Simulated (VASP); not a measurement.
**ZnSe: electric field gradients with LDA**

The system is ZnSe.

```
Zn Se
1.0
     0.00000    2.74879    2.83380
     2.74879    0.00000    2.83380
     2.74879    2.74879    0.00000
Zn Se
1 1
Direct
  0.00000 0.00000 0.00000
  0.75000 0.75000 0.75000
```

This cell differs from its parent crystal: equal xx and yy strain of -3 %.

* Program: VASP 6.6.1
* Task: electric field gradients
* Functional: LDA
* Potentials or basis: VASP PAW LDA potentials, release 64 (Zn, Se)
* Cutoff: 520 eV
* k mesh: 8 × 8 × 8
* Occupations: fermi-dirac, width 0.03 eV
* Spin: no spin polarisation
* Dipole correction: no
* Further INCAR settings: ALGO = Normal; EDIFF = 1e-08; NBANDS = 16

| Item | Value |
| --- | --- |
| Pressure | 0.9 GPa |
| Band gap on the k mesh | 1.28 eV, direct |

Stress tensor (GPa, compression positive):
```
1.31 0.00 0.00
0.00 1.31 0.00
0.00 0.00 0.08
```

Levels at points of the mesh, in eV from the valence-band top:
```
           k point  band 6  band 7  band 8  band 9  band 10  band 11  band 12  band 13
(0.00, 0.00, 0.00)   -6.54   -0.13    0.00    0.00     1.28     5.64     5.64     5.65
(0.50, 0.00, 0.00)   -6.36   -5.73   -1.11   -0.91     2.42     6.12     6.36     8.47
(0.50, 0.50, 0.00)   -6.37   -5.26   -2.35   -2.35     2.73     3.47    10.74    11.49
(0.50, 0.00, 0.50)   -6.32   -5.08   -2.56   -2.50     2.58     3.17    11.03    11.25
```

Electric field gradients, principal values (V/Å²):
```tsv
atom	least	middle	greatest (by size)
1 Zn	2.645	2.659	-5.305
2 Se	-6.729	-6.731	13.460
```

It took 92 s on 1 thread of Intel Xeon 6975P-C, on a shared host, peak memory 0.17 GiB.

Caveat: the cell differs from its parent crystal (equal xx and yy strain of -3 %); without QUAD_EFG the Cq values of the log hold for a quadrupole moment of 1 mb, not for the nuclei.
